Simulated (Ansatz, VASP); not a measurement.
**Two plane-wave programs on GdB**

```xyz
2
Lattice="3.3027 0.0000 0.0000 0.0000 3.3027 0.0000 0.0000 0.0000 3.3027" Properties=species:S:1:pos:R:3 pbc="T T T"
Gd    1.6513    1.6513    1.6513
B     0.0000    0.0000    0.0000
```

Change from the starting cell: species swapped into the ScAg type (Pm-3m, No. 221).

Alike in both runs: task single point; functional PBE; k mesh 6 × 6 × 6; occupations gaussian, width 0.1 eV; collinear spin.

|  | VASP | Ansatz |
| --- | --- | --- |
| version | VASP 6.6.1 | Ansatz 0.2.0 |
| potentials or method | VASP PAW PBE potentials, release 64 (Gd, B), cutoff 520 eV | scalar-relativistic, plane waves, PAW |
| valence electrons in the cell | 21 | 21 |

Ansatz gave:

* gap on the k mesh at the Fermi level (eV): none
* pressure (GPa): -4.3
* net moment per atom (μB): 3.47
* size of the moment on the site where the two differ most (μB): 6.93

Task: Which values does VASP return?

Result: gap on the k mesh at the Fermi level (eV): none; pressure (GPa): -4.4; net moment per atom (μB): 3.47; size of the moment on the site where the two differ most (μB): 6.79.

Site moments also hang on the region over which each program counts them. A gap of «none» marks a metal or a gap that the smearing closes.

Spin-orbit coupling is off throughout.
